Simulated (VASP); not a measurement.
# P (Cmce) in VASP: relaxation of shape and atoms at fixed volume with PBEsol

Aim: the relaxation of shape and atoms at fixed volume of P with PBEsol.

All numbers are computed with VASP 6.6.1; they aren't measurements. Logs are shortened: lines on timing, memory, paths and dates and some standing lists are left out, and cuts for length are marked.

### Step 1. The cell of the first run

The structure is orthorhombic, space group Cmce (No. 64). The conventional cell has a = 3.283 Å, b = 10.188 Å, c = 4.157 Å, α = 90.00°, β = 90.00°, γ = 90.00°. Within 2.9 Å of P (site symmetry m) lie 3 P at 2.20 to 2.23 Å.

### Step 2. Relaxation of shape and atoms at fixed volume, PBEsol (17.38 Å³/atom)

The input, INCAR:

```
ALGO = Normal ; EDIFF = 1E-6
EDIFFG = -0.01 ; ENCUT = 600
GGA = PS ; IBRION = 2
ISIF = 4 ; ISMEAR = 0
LASPH = T ; LCHARG = F
LREAL = F ; LWAVE = F
NELM = 60 ; NSW = 50
PREC = Accurate ; SIGMA = 0.1
```

The input, KPOINTS:

```
k-points
0
Gamma
  14 14 10
```

The input, POSCAR:

```
P
1.0
    1.6416711456     -5.0937786569      0.0000000000
    1.6416711456      5.0937786569      0.0000000000
    0.0000000000      0.0000000000      4.1568458525
P
4
Direct
    0.8947436389      0.1052563611      0.0730060249
    0.6052563611      0.3947436389      0.5730060249
    0.1052563611      0.8947436389      0.9269939751
    0.3947436389      0.6052563611      0.4269939751
```

Potentials or basis: VASP PAW PBE potentials, release 64 (P).

Run with:

```
cat potpaw_PBE.64/P/POTCAR > POTCAR
mpirun -np 1 vasp_std > vasp.out
```

OUTCAR:

```text
EDIFF = 1E-6
   EDIFFG = -0.01
   ENCUT = 600
   GGA = PS
   IBRION = 2
   ISIF = 4
   ISMEAR = 0
   LASPH = T
   LREAL = F
   NELM = 60
   NSW = 50
   PREC = Accurate

 ion  position               nearest neighbor table
   1  0.895  0.105  0.073-   4 2.20   4 2.20   3 2.23
   2  0.605  0.395  0.573-   3 2.20   3 2.20   4 2.23
   3  0.105  0.895  0.927-   2 2.20   2 2.20   1 2.23
   4  0.395  0.605  0.427-   1 2.20   1 2.20   2 2.23

  LATTYP: Found a base centered orthorhombic cell.
 ALAT       =     3.2833422912
 B/A-ratio  =     3.1028008688
 C/A-ratio  =     1.2660409680

  Lattice vectors:

 A1 = (   1.6416711456,  -5.0937786569,   0.0000000000)
 A2 = (   1.6416711456,   5.0937786569,   0.0000000000)
 A3 = (   0.0000000000,   0.0000000000,   4.1568458525)

Analysis of symmetry for initial positions (statically):
=====================================================================
 Subroutine PRICEL returns:
 Original cell was already a primitive cell.

 Routine SETGRP: Setting up the symmetry group for a
 base centered orthorhombic supercell.

 Subroutine GETGRP returns: Found  8 space group operations
 (whereof  4 operations were pure point group operations)
 out of a pool of  8 trial point group operations.

The static configuration has the point symmetry C_2h.
 The point group associated with its full space group is D_2h.

Analysis of symmetry for dynamics (positions and initial velocities):
=====================================================================
 Subroutine PRICEL returns:
 Original cell was already a primitive cell.

 Routine SETGRP: Setting up the symmetry group for a
 base centered orthorhombic supercell.

 Subroutine GETGRP returns: Found  8 space group operations
 (whereof  4 operations were pure point group operations)
 out of a pool of  8 trial point group operations.

The dynamic configuration has the point symmetry C_2h.
 The point group associated with its full space group is D_2h.

 Subroutine INISYM returns: Found  8 space group operations
 (whereof  4 operations are pure point group operations),
 and found     1 'primitive' translations

----------------------------------------------------------------------------------------

                                     Primitive cell

  volume of cell :      69.5217

  direct lattice vectors                    reciprocal lattice vectors
     1.641671146 -5.093778657  0.000000000     0.304567697 -0.098158957  0.000000000
     1.641671146  5.093778657  0.000000000     0.304567697  0.098158957  0.000000000
     0.000000000  0.000000000  4.156845853     0.000000000  0.000000000  0.240567015

  length of vectors
     5.351790836  5.351790836  4.156845853     0.319994786  0.319994786  0.240567015

  position of ions in fractional coordinates (direct lattice)
     0.894743639  0.105256361  0.073006025
     0.605256361  0.394743639  0.573006025
     0.105256361  0.894743639  0.926993975
     0.394743639  0.605256361  0.426993975

  ion indices of the primitive-cell ions
   primitive index   ion index
                 1           1
                 2           2
                 3           3
                 4           4

----------------------------------------------------------------------------------------

 KPOINTS: k-points

Automatic generation of k-mesh.
 Grid dimensions read from file:
 generate k-points for:   14   14   10

 Generating k-lattice:

  Cartesian coordinates                     Fractional coordinates (reciprocal lattice)
     0.021754835 -0.007011354  0.000000000     0.071428571  0.000000000  0.000000000
     0.021754835  0.007011354  0.000000000     0.000000000  0.071428571  0.000000000
     0.000000000  0.000000000  0.024056702     0.000000000  0.000000000  0.100000000

  Length of vectors
     0.022856770  0.022856770  0.024056702

  Shift w.r.t. Gamma in fractional coordinates (k-lattice)
     0.000000000  0.000000000  0.000000000

 Subroutine IBZKPT returns following result:
 ===========================================

 Found    342 irreducible k-points:

 Following reciprocal coordinates:
            Coordinates               Weight
  0.000000  0.000000  0.000000      1.000000
  0.071429  0.000000  0.000000      4.000000
  0.142857  0.000000  0.000000      4.000000
  0.214286  0.000000  0.000000      4.000000
  0.285714  0.000000  0.000000      4.000000
  0.357143  0.000000  0.000000      4.000000
[... 16 lines left out ...]
  0.214286  0.142857  0.000000      4.000000
  0.285714  0.142857  0.000000      4.000000
 [... further k-points ...]
   k-points           NKPTS =    342   k-points in BZ     NKDIM =    342   number of bands    NBANDS=     14
   number of dos      NEDOS =    301   number of ions     NIONS =      4
   total plane-waves  NPLWV =  82944
   dimension x,y,z NGX =    48 NGY =   48 NGZ =   36
   dimension x,y,z NGXF=    96 NGYF=   96 NGZF=   72
   ions per type =               4
   NGX,Y,Z   is equivalent  to a cutoff of  14.91, 14.91, 14.40 a.u.
   NGXF,Y,Z  is equivalent  to a cutoff of  29.82, 29.82, 28.80 a.u.
 SYSTEM =  unknown system
   PREC   = accura    normal or accurate (medium, high low for compatibility)
   ISTART =      0    job   : 0-new  1-cont  2-samecut
   ICHARG =      2    charge: 1-file 2-atom 10-const
   ISPIN  =      1    spin polarized calculation?
   LNONCOLLINEAR =      F non collinear calculations
   LSORBIT =      F    spin-orbit coupling
   LASPH  =      T    aspherical Exc in radial PAW
   ENCUT  =  600.0 eV  44.10 Ry    6.64 a.u.  10.69 10.69  8.30*2*pi/ulx,y,z
   NELM   =     60;   NELMIN=  2; NELMDL= -5     # of ELM steps
   EDIFF  = 0.1E-05   stopping-criterion for ELM
   LREAL  =      F    real-space projection
   EDIFFG = -.1E-01   stopping-criterion for IOM
   NSW    =     50    number of steps for IOM
   IBRION =      2    ionic relax: 0-MD 1-quasi-New 2-CG
   NFREE  =      1    steps in history (QN), initial steepest desc. (CG)
   ISIF   =      4    stress and relaxation
   ISYM   =      2    0-nonsym 1-usesym 2-fastsym
   POTIM  = 0.5000    time-step for ionic-motion
   TEBEG  =    0.0;   TEEND  =   0.0 temperature during run
   PSTRESS=    0.0 pullay stress
   NELECT =      20.0000    total number of electrons
   NUPDOWN=      -1.0000    fix difference up-down
   EMIN   =  10.00;   EMAX   =-10.00  energy-range for DOS
   EFERMI =   0.00;   METHOD = LEGACY
   ISMEAR =     0;   SIGMA  =   0.10  broadening in eV -4-tet -1-fermi 0-gaus
   EFERMI_NEDOS =   21; number of points for ismear=-14 and -15
   IALGO  =     38    algorithm
   IMIX   =      4    mixing-type and parameters
     AMIX     =   0.40;   BMIX     =  1.00
     AMIX_MAG =   1.60;   BMIX_MAG =  1.00
  volume/ion in A,a.u.               =      17.38       117.29
  Fermi-wavevector in a.u.,A,eV,Ry     =   1.080716  2.042256 15.890875  1.167946
  Thomas-Fermi vector in A             =   2.216714
   LORBIT       =      0    0 simple, 1 ext, 2 COOP (PROOUT), +10 PAW based schemes
   GGA     = PS    functional components
   LHFCALC =     F    Hartree Fock is set to
   AEXX    =    0.0000 exact exchange contribution
   IVDW    =     0    specifies the selected vdW correction
   LEPSILON=     F    determine dielectric tensor
   LRPA    =     F    only Hartree local field effects (RPA)
 conjugate gradient relaxation of ions
 non-spin polarized calculation
 Gauss-broadening in eV      SIGMA  =   0.10
  energy-cutoff  :      600.00
  volume of cell :       69.52
 maximum number of plane-waves:      2349
 NGX is ok and might be reduce to    48
   NGX = 21   NGY = 21   NGZ = 17

--------------------------------------- Ionic step        1  -------------------------------------------

 number of electron      19.9999999 magnetization

 Free energy of the ion-electron system (eV)
  ---------------------------------------------------
  ext. energy  EPLUGINS =         0.00000000
  ---------------------------------------------------
  free energy    TOTEN  =       -23.03247765 eV

  energy without entropy =      -23.03177022  energy(sigma->0) =      -23.03212394

------------------------ aborting loop because EDIFF is reached ----------------------------------------

  FORCE on cell =-STRESS in cart. coord.  units (eV):
  Direction    XX          YY          ZZ          XY          YZ          ZX
  --------------------------------------------------------------------------------------
  -------------------------------------------------------------------------------------
  Total        1.4380567      1.0853904      1.1211723      0.0000000      0.0000000      0.0000000
  in kB       33.1410635     25.0136128     25.8382321      0.0000000      0.0000000      0.0000000
  external PRESSURE =      27.9976361 kB  Pullay stress =       0.0000000 kB
[... 213 lines left out ...]
  energy  without entropy=      -23.0424257455  energy(sigma->0) =      -23.04282851

--------------------------------------- Ionic step        7  -------------------------------------------

 number of electron      20.0000001 magnetization

 Free energy of the ion-electron system (eV)
  ---------------------------------------------------
  ext. energy  EPLUGINS =         0.00000000
  ---------------------------------------------------
  free energy    TOTEN  =       -23.04327166 eV

  energy without entropy =      -23.04244889  energy(sigma->0) =      -23.04286028

 E-fermi :   7.4919     XC(G=0): -10.4717

 val. band max:        7.4650657044   @ k =   0.5000   0.3571   0.0000
 cond. band min:       7.4952836121   @ k =  -0.4286   0.0714   0.0000
 fundamental gap:      0.0302179077
 Fermi energy:         7.4919338700

 k-point     1 :       0.0000    0.0000    0.0000
  band No.  band energies     occupation
      1      -8.5674      2.00000
      2      -5.1221      2.00000
      3      -1.5588      2.00000
      4       0.0871      2.00000
      5       2.3101      2.00000
      6       3.3823      2.00000
      7       3.4165      2.00000
      8       4.6235      2.00000
      9       4.8440      2.00000
     10       6.1293      2.00000
     11       8.5619      0.00000
     12       8.7111      0.00000
     13       9.3699      0.00000
     14      11.0391      0.00000
[... 375 lines left out ...]
 k-point    24 :       0.2857    0.1429    0.0000
  band No.  band energies     occupation
      1      -6.3913      2.00000
      2      -4.5597      2.00000
      3      -2.9580      2.00000
      4      -2.0864      2.00000
      5       1.8779      2.00000
      6       2.4438      2.00000
      7       3.9782      2.00000
      8       4.6875      2.00000
      9       4.7552      2.00000
     10       5.5862      2.00000
     11       8.1178      0.00000
     12       8.3950      0.00000
     13       8.4123      0.00000
     14       9.0639      0.00000

 [... further k-points ...]

------------------------ aborting loop because EDIFF is reached ----------------------------------------

  FORCE on cell =-STRESS in cart. coord.  units (eV):
  Direction    XX          YY          ZZ          XY          YZ          ZX
  --------------------------------------------------------------------------------------
  -------------------------------------------------------------------------------------
  Total        0.4256843      0.4551720      0.3938237      0.0000000      0.0000000      0.0000000
  in kB        9.8102055     10.4897693      9.0759541      0.0000000      0.0000000      0.0000000
  external PRESSURE =       9.7919763 kB  Pullay stress =       0.0000000 kB
[... 19 lines left out ...]
  FREE ENERGIE OF THE ION-ELECTRON SYSTEM (eV)
  ---------------------------------------------------
  free  energy   TOTEN  =       -23.0432716609 eV

  energy  without entropy=      -23.0424488911  energy(sigma->0) =      -23.04286028

 reached required accuracy - stopping structural energy minimisation
```

Wall time 43 min (1 thread of Intel Xeon 8259CL, shared host); peak memory 0.5 GiB.

Results:

- Free energy: -23.0433 eV
- Energy gained by relaxing: 2.7 meV/atom
- Ionic steps: 7
- Pressure after relaxing: 1.0 GPa
- Largest force after relaxing: 0.007 eV/Å
- Band gap on the k mesh: zero (bands 10 and 11 overlap by 0.34 eV)

Forces on the atoms (eV/Å):
```
P    0.000 -0.004 -0.005
P    0.000  0.004 -0.005
P    0.000  0.004  0.005
P    0.000 -0.004  0.005
```

The path:
| step | energy change (eV) | largest force (eV/Å) | pressure (GPa) | volume (Å³) |
| --- | --- | --- | --- | --- |
| 1 | 0.0000 | 0.2387 | 2.80 | 69.52 |
| 2 | -0.0080 | 0.0803 | 1.78 | 69.52 |
| 3 | -0.0091 | 0.0673 | 1.23 | 69.52 |
| 4 | -0.0106 | 0.0272 | 1.03 | 69.52 |
| 5 | -0.0106 | 0.0363 | 1.00 | 69.52 |
| 6 | -0.0108 | 0.0081 | 0.97 | 69.52 |
| 7 | -0.0108 | 0.0065 | 0.98 | 69.52 |

Final structure:
```cif
data_structure
_symmetry_space_group_name_H-M 'P 1'
_symmetry_Int_Tables_number 1
_cell_length_a 5.3365
_cell_length_b 5.3365
_cell_length_c 4.1308
_cell_angle_alpha 90.000
_cell_angle_beta 90.000
_cell_angle_gamma 143.774
_cell_volume 69.52
loop_
_atom_site_label
_atom_site_type_symbol
_atom_site_fract_x
_atom_site_fract_y
_atom_site_fract_z
_atom_site_occupancy
P1 P 0.89310 0.10690 0.07055 1
P2 P 0.60690 0.39310 0.57055 1
P3 P 0.10690 0.89310 0.92945 1
P4 P 0.39310 0.60690 0.42945 1
```

Levels at points of the mesh, in eV from the Fermi level:
| k point | band 6 | band 7 | band 8 | band 9 | band 10 | band 11 | band 12 | band 13 | band 14 |
| --- | --- | --- | --- | --- | --- | --- | --- | --- | --- |
| (0.00, 0.00, 0.00) | -4.11 | -4.08 | -2.87 | -2.65 | -1.36 | 1.07 | 1.22 | 1.88 | 3.55 |
| (0.50, 0.00, 0.00) | -4.98 | -3.19 | -3.19 | -2.64 | -2.64 | 0.73 | 0.73 | 1.08 | 1.08 |
| (0.50, 0.50, 0.00) | -5.17 | -4.38 | -2.11 | -1.85 | -0.45 | 0.45 | 0.69 | 2.51 | 3.24 |
| (0.00, 0.00, 0.50) | -5.24 | -3.04 | -3.04 | -0.79 | -0.79 | 1.49 | 1.49 | 2.16 | 2.16 |
| (0.50, 0.00, 0.50) | -5.99 | -5.80 | -5.80 | -2.11 | -2.11 | 1.56 | 1.56 | 4.90 | 4.90 |
| (0.50, 0.50, 0.50) | -3.13 | -2.37 | -2.37 | -1.18 | -1.18 | 1.29 | 1.29 | 2.79 | 2.79 |

Caveat: the PAW data sets were made with another functional, which shifts forces and pressure a little.

The gap in the log of VASP goes by the Fermi energy; the results here count the filled bands.